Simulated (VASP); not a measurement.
Runs of VASP 6.6.1 on Cu. The structure is that of space group Im-3m (No. 229), or close to it. The cells are those of the table. 

```csv
task,cell,k mesh,cutoff (eV),gap on the mesh (eV),pressure (GPa)
single point,"a = 2.394 Å, angles 109.5°, 1 atom",25 × 25 × 25,520,none,25.1
single point,"a = 2.498 Å, angles 109.5°, 1 atom",25 × 25 × 25,520,none,0.6
single point,"a = 2.498 Å, angles 109.5°, 1 atom",8 × 8 × 8,600,none,0.8
single point,"a = 2.594 Å, angles 109.5°, 1 atom",25 × 25 × 25,520,none,-11.1
single point,"a = 2.498 Å, angles 109.5°, 1 atom",15 × 15 × 15,520,none,0.6
single point,"a = 2.563 Å, angles 109.5°, 1 atom",25 × 25 × 25,520,none,(b)
single point,"a = 2.531 Å, angles 109.5°, 1 atom",25 × 25 × 25,520,none,(a)
single point,"a = 2.430 Å, angles 109.5°, 1 atom",25 × 25 × 25,520,none,14.9
relaxation of cell and atoms,"relaxed from a = 2.485 Å, angles 109.5°, 1 atom",15 × 15 × 15,600,none,0.0
single point,"a = 2.464 Å, angles 109.5°, 1 atom",25 × 25 × 25,520,none,6.9
```

Alike in all rows: level PBE; potentials or basis VASP PAW PBE potentials, release 64 (Cu); no spin polarisation; smearing fermi-dirac 0.1 eV.

Q: Estimate the missing entries.

A: (a) -4.3; (b) -8.1.

Caveats: some runs use coarse meshes.

A gap of «none» marks levels without a gap at the run's occupations.
